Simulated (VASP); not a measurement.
# WC (Fm-3m) in VASP: settings compared, part 2 of 2

VASP 6.6.1. Earlier steps stand in the parts before.

## 5. Single point, LDA

This run uses another cell than the first one, of 11.17 Å³/atom, 1.060 times its volume.

File INCAR:

```
SYSTEM = WC
ALGO = Normal ; EDIFF = 1E-6
ENCUT = 520 ; GGA = CA
ISIF = 2 ; ISMEAR = -1
LASPH = .TRUE. ; LCHARG = .FALSE.
LREAL = .FALSE. ; LWAVE = .FALSE.
NBANDS = 16 ; NELM = 100
PREC = Accurate ; SIGMA = 0.05
```

File KPOINTS:

```
k-points
0
G
  10 10 10
  0 0 0
```

File POSCAR:

```
WC
1.0
    0.0000000000      2.2356887219      2.2356887219
    2.2356887219      0.0000000000      2.2356887219
    2.2356887219      2.2356887219      0.0000000000
W C
1 1
Direct
    0.0000000000      0.0000000000      0.0000000000
    0.5000000000      0.5000000000      0.5000000000
```

Potentials or basis: VASP PAW LDA potentials, release 64 (W_sv, C).

Run with:

```bash
> cat potpaw_LDA.64/W_sv/POTCAR potpaw_LDA.64/C/POTCAR > POTCAR
> mpirun -np 1 vasp_std > vasp.out
```

OUTCAR:

```text
SYSTEM = WC
   EDIFF = 1E-6
   ENCUT = 520
   GGA = CA
   ISIF = 2
   ISMEAR = -1
   LASPH = .TRUE.
   LREAL = .FALSE.
   NELM = 100
   PREC = Accurate

 ion  position               nearest neighbor table
   1  0.000  0.000  0.000-   2 2.24   2 2.24   2 2.24   2 2.24   2 2.24   2 2.24
   2  0.500  0.500  0.500-   1 2.24   1 2.24   1 2.24   1 2.24   1 2.24   1 2.24

  LATTYP: Found a face centered cubic cell.
 ALAT       =     4.4713774438

  Lattice vectors:

 A1 = (   0.0000000000,   2.2356887219,   2.2356887219)
 A2 = (   2.2356887219,   0.0000000000,   2.2356887219)
 A3 = (   2.2356887219,   2.2356887219,   0.0000000000)

Analysis of symmetry for initial positions (statically):
=====================================================================
 Subroutine PRICEL returns:
 Original cell was already a primitive cell.

 Routine SETGRP: Setting up the symmetry group for a
 face centered cubic supercell.

 Subroutine GETGRP returns: Found 48 space group operations
 (whereof 48 operations were pure point group operations)
 out of a pool of 48 trial point group operations.

The static configuration has the point symmetry O_h .

Analysis of symmetry for dynamics (positions and initial velocities):
=====================================================================
 Subroutine PRICEL returns:
 Original cell was already a primitive cell.

 Routine SETGRP: Setting up the symmetry group for a
 face centered cubic supercell.

 Subroutine GETGRP returns: Found 48 space group operations
 (whereof 48 operations were pure point group operations)
 out of a pool of 48 trial point group operations.

The dynamic configuration has the point symmetry O_h .

 Subroutine INISYM returns: Found 48 space group operations
 (whereof 48 operations are pure point group operations),
 and found     1 'primitive' translations

----------------------------------------------------------------------------------------

                                     Primitive cell

  volume of cell :      22.3493

[... 102 lines left out ...]
   EFERMI =   0.00;   METHOD = LEGACY
   ISMEAR =    -1;   SIGMA  =   0.05  broadening in eV -4-tet -1-fermi 0-gaus
   EFERMI_NEDOS =   21; number of points for ismear=-14 and -15
   IALGO  =     38    algorithm
   IMIX   =      4    mixing-type and parameters
     AMIX     =   0.40;   BMIX     =  1.00
     AMIX_MAG =   1.60;   BMIX_MAG =  1.00
  volume/ion in A,a.u.               =      11.17        75.41
  Fermi-wavevector in a.u.,A,eV,Ry     =   1.523156  2.878347 31.565566  2.320004
  Thomas-Fermi vector in A             =   2.631637
   LORBIT       =      0    0 simple, 1 ext, 2 COOP (PROOUT), +10 PAW based schemes
   GGA     = CA    functional components
   LHFCALC =     F    Hartree Fock is set to
   AEXX    =    0.0000 exact exchange contribution
   IVDW    =     0    specifies the selected vdW correction
   LEPSILON=     F    determine dielectric tensor
   LRPA    =     F    only Hartree local field effects (RPA)
 non-spin polarized calculation
  energy-cutoff  :      520.00
  volume of cell :       22.35
 maximum number of plane-waves:       620
   NGX = 11   NGY = 11   NGZ = 11

 number of electron      18.0000001 magnetization

 Free energy of the ion-electron system (eV)
  ---------------------------------------------------
  ext. energy  EPLUGINS =         0.00000000
  ---------------------------------------------------
  free energy    TOTEN  =       -23.60900754 eV

  energy without entropy =      -23.60229481  energy(sigma->0) =      -23.60565118

 E-fermi :  11.4250     XC(G=0): -13.5778

 val. band max:       11.3154675675   @ k =   0.3000   0.2000   0.1000
 cond. band min:      11.4768634257   @ k =  -0.3000   0.3000   0.1000
 fundamental gap:      0.1613958582
 Fermi energy:        11.4249568507

 k-point     1 :       0.0000    0.0000    0.0000
  band No.  band energies     occupation
      1     -63.5958      2.00000
      2     -27.8495      2.00000
      3     -27.8495      2.00000
      4     -27.8495      2.00000
      5      -3.7093      2.00000
      6       8.8499      2.00000
[... 433 lines left out ...]
      3     -27.9943      2.00000
      4     -27.9800      2.00000
      5      -1.3595      2.00000
      6       4.7245      2.00000
[... 8 lines left out ...]
     15      22.6422      0.00000
     16      26.2454      0.00000

 [... further k-points ...]
[... 5 lines left out ...]
  --------------------------------------------------------------------------------------
  -------------------------------------------------------------------------------------
  Total       -4.3920844     -4.3920844     -4.3920844      0.0000000      0.0000000      0.0000000
  in kB     -314.8598326   -314.8598326   -314.8598326      0.0000000      0.0000000      0.0000000
  external PRESSURE =    -314.8598326 kB  Pullay stress =       0.0000000 kB

 VOLUME and BASIS-vectors are now :
 -----------------------------------------------------------------------------
  energy-cutoff  :      520.00
  volume of cell :       22.35
      direct lattice vectors                 reciprocal lattice vectors
     0.000000000  2.235688722  2.235688722    -0.223644730  0.223644730  0.223644730
     2.235688722  0.000000000  2.235688722     0.223644730 -0.223644730  0.223644730
     2.235688722  2.235688722  0.000000000     0.223644730  0.223644730 -0.223644730

 POSITION                                       TOTAL-FORCE (eV/Angst)
 -----------------------------------------------------------------------------------
      0.00000      0.00000      0.00000         0.000000      0.000000      0.000000
      2.23569      2.23569      2.23569        -0.000000     -0.000000     -0.000000
 -----------------------------------------------------------------------------------
    total drift:                                0.000000     -0.000000     -0.000000

  FREE ENERGIE OF THE ION-ELECTRON SYSTEM (eV)
  ---------------------------------------------------
  free  energy   TOTEN  =       -23.6090075401 eV

  energy  without entropy=      -23.6022948113  energy(sigma->0) =      -23.60565118
```

OSZICAR:

```text
N       E                     dE             d eps       ncg     rms          rms(c)
DAV:   1     0.108201062883E+03    0.10820E+03   -0.93018E+03  1504   0.123E+03
DAV:   2    -0.237076591536E+02   -0.13191E+03   -0.12717E+03  1872   0.335E+02
DAV:   3    -0.270765953402E+02   -0.33689E+01   -0.33602E+01  1560   0.501E+01
DAV:   4    -0.270957751399E+02   -0.19180E-01   -0.19179E-01  2072   0.434E+00
DAV:   5    -0.270959371676E+02   -0.16203E-03   -0.16203E-03  1576   0.373E-01    0.274E+01
DAV:   6    -0.238077621357E+02    0.32882E+01   -0.91606E+00  1840   0.276E+01    0.637E+00
DAV:   7    -0.236481224391E+02    0.15964E+00   -0.68342E-01  1648   0.651E+00    0.568E+00
DAV:   8    -0.236117183941E+02    0.36404E-01   -0.12511E-01  1600   0.274E+00    0.128E+00
DAV:   9    -0.236092058224E+02    0.25126E-02   -0.49813E-03  1576   0.636E-01    0.139E-01
DAV:  10    -0.236090076324E+02    0.19819E-03   -0.49260E-04  1856   0.239E-01    0.469E-02
DAV:  11    -0.236090075527E+02    0.79715E-07   -0.18108E-05  1720   0.422E-02    0.131E-02
DAV:  12    -0.236090075401E+02    0.12627E-07   -0.81718E-07  1104   0.870E-03
   1 F= -.23609008E+02 E0= -.23605651E+02  d E =-.671273E-02
```

stdout:

```text
POSCAR found type information on POSCAR W C
 POSCAR found :  2 types and       2 ions
 scaLAPACK will be used
 LDA part: xc-table for (Slater(with rela. corr.)+CA(PZ))
 , standard interpolation
 POSCAR, INCAR and KPOINTS ok, starting setup
 FFT: planning ... GRIDC
 FFT: planning ... GRID_SOFT
 FFT: planning ... GRID
 WAVECAR not read
 entering main loop
```

Wall time 9.7 s (1 thread of AMD EPYC 9R45 (Zen 5), shared host); peak memory 0.11 GiB.

Results:

```yaml
Free_energy: -23.6090 eV
Pressure: -31.5 GPa
Band_gap_on_the_k_mesh: zero (band 9 reaches 12.30 eV, above the bottom of band 10 at 9.42 eV)
```

Caveat: spin-orbit coupling is left out, which moves the levels of the heavy elements.

## 6. The runs side by side

| level | potentials or basis | cell | gap on the mesh (eV) | pressure (GPa) |
| --- | --- | --- | --- | --- |
| LDA | VASP PAW LDA potentials, release 64 (W_sv, C) | a = 3.101 Å, angles 60.0°, 2 atoms | none | -14.0 |
| LDA | VASP PAW LDA potentials, release 64 (W_sv, C) | a = 3.121 Å, angles 60.0°, 2 atoms | none | -20.5 |
| PBEsol | VASP PAW PBE potentials, release 64 (W_sv, C) | a = 3.142 Å, angles 60.0°, 2 atoms | none | -21.8 |
| LDA | VASP PAW LDA potentials, release 64 (W_sv, C) | a = 3.162 Å, angles 60.0°, 2 atoms | none | -31.5 |

Alike in all rows: task single point; no spin polarisation; k mesh 10 × 10 × 10; cutoff (eV) 520; smearing fermi-dirac 0.05 eV.

Caveats: spin-orbit coupling is left out, which moves the levels of the heavy elements; the PAW data sets were made with another functional, which shifts forces and pressure a little (some runs).

Absolute energies hang on the potentials; compare differences alone.
